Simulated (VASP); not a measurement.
Write the native input for VASP 6.6.1 that does the following.

```yaml
Task: single point
Functional: PBE
Potentials_or_basis: VASP PAW PBE potentials, release 64 (Ga_d, N)
Cutoff: 520 eV
k_mesh: 12 × 12 × 7
Occupations: fermi-dirac, width 0.1 eV
Spin: no spin polarisation
Dipole_correction: no
Further_INCAR_settings: ALGO = Normal; EDIFF = 1e-07; NBANDS = 26
```

The structure of GaN (NiAs type) lies in POSCAR:

```
GaN
1.0
    2.6255619106      0.0000000000      0.0000000000
   -1.3127809553      2.2738033138      0.0000000000
    0.0000000000      0.0000000000      4.5959484880
Ga N
2 2
Direct
    0.0000000000      0.0000000000      0.0000000000
    0.0000000000      0.0000000000      0.5000000000
    0.3333333333      0.6666666667      0.2500000000
    0.6666666667      0.3333333333      0.7500000000
```

One way to write it, as run:

INCAR

```
PREC = Accurate ; ENCUT = 520
EDIFF = 1E-7 ; ISMEAR = -1
SIGMA = 0.1 ; LREAL = False
LASPH = True ; NELM = 80
ALGO = Normal ; ISIF = 2
LWAVE = False ; LCHARG = False
GGA = PE ; NBANDS = 26
```

KPOINTS

```
Automatic mesh
0
Gamma
  12 12 7
```

Potentials or basis: VASP PAW PBE potentials, release 64 (Ga_d, N).

Launch:

```console
$ cat potpaw_PBE.64/Ga_d/POTCAR potpaw_PBE.64/N/POTCAR > POTCAR
$ mpirun -np 1 vasp_std > vasp.out
```

It gave:

| Item | Value |
| --- | --- |
| Pressure | 171.6 GPa |
| Band gap on the k mesh | 3.18 eV, indirect (least direct gap 5.09 eV) |

Wall time 28 s on 1 thread of AMD EPYC 9R45 96-Core Processor (Zen 5), with other jobs on the host, peak memory 0.14 GiB.
